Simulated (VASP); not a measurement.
A run of VASP 6.6.1 is set up as follows.

Contents of INCAR:

```
  ALGO = Normal
  EDIFF = 1E-6
  ENCUT = 520
  GGA = PE
  ISIF = 2
  ISMEAR = -1
  LASPH = True
  LCHARG = True
  LELF = True
  LREAL = False
  LVHAR = True
  LWAVE = False
  NBANDS = 10
  NELM = 80
  PREC = Accurate
  SIGMA = 0.05
```

KPOINTS

```
k-points
0
Gamma
  12 12 12
```

Contents of POSCAR:

```
Re
1.0
    0.0000000000      1.9577043321      1.9577043321
    1.9577043321      0.0000000000      1.9577043321
    1.9577043321      1.9577043321      0.0000000000
Re
1
Direct
    0.0000000000      0.0000000000      0.0000000000
```

Potentials or basis: VASP PAW PBE potentials, release 64 (Re).

Run with:

```sh
$ cat potpaw_PBE.64/Re/POTCAR > POTCAR
$ mpirun -np 1 vasp_std > vasp.out
```

Problem. Predict the pressure.

Solution. -0.6 GPa.
